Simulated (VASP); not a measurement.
Ir: relaxation of cell and atoms with PBE

The system is Ir.

```xyz
1
Lattice="-1.5558 1.5558 1.5558 1.5558 -1.5558 1.5558 1.5558 1.5558 -1.5558" Properties=species:S:1:pos:R:3 pbc="T T T"
Ir    0.0000    0.0000    0.0000
```

* Program: VASP 6.6.1
* Task: relaxation of cell and atoms
* Functional: PBE
* Potentials or basis: VASP PAW PBE potentials, release 64 (Ir)
* Cutoff: 600 eV
* k mesh: 18 × 18 × 18
* Occupations: fermi-dirac, width 0.1 eV
* Spin: no spin polarisation
* Dipole correction: no
* Further INCAR settings: ALGO = Normal; EDIFF = 1e-06; IBRION = 2; EDIFFG = -0.03; NSW = 80; ISIF = 3

```json
{
 "Relaxed volume": "15.10 Å³/atom",
 "Relaxed cell": "a = 2.697 Å, b = 2.697 Å, c = 2.697 Å, α = 109.47°, β = 109.47°, γ = 109.47°",
 "Space group after relaxing (to 0.05 Å)": "Im-3m (No. 229)",
 "Energy gained by relaxing": "0.1 meV/atom",
 "Ionic steps": "3",
 "Pressure after relaxing": "0.0 GPa"
}
```

Final structure:
```xyz
1
Lattice="-1.5570 1.5570 1.5570 1.5570 -1.5570 1.5570 1.5570 1.5570 -1.5570" Properties=species:S:1:pos:R:3 pbc="T T T"
Ir    0.0000    0.0000    0.0000
```

Levels at points of the mesh, in eV from the Fermi level:
| k point | band 1 | band 2 | band 3 | band 4 | band 5 | band 6 | band 7 | band 8 |
| --- | --- | --- | --- | --- | --- | --- | --- | --- |
| (0.00, 0.00, 0.00) | -10.20 | -3.39 | -3.39 | -3.39 | -0.50 | -0.50 | 16.93 | 16.93 |
| (0.50, 0.00, 0.00) | -7.10 | -5.11 | -0.67 | -0.04 | 0.01 | 2.11 | 7.58 | 13.04 |
| (0.50, 0.50, 0.50) | -6.62 | -6.62 | 1.45 | 1.45 | 1.45 | 7.79 | 7.79 | 7.79 |

Wall time 29 s on 1 thread of Intel(R) Xeon(R) Platinum 8488C (Sapphire Rapids) (shared host), peak memory 0.17 GiB.

Caveat: spin-orbit coupling is left out, which moves the levels of the heavy elements.
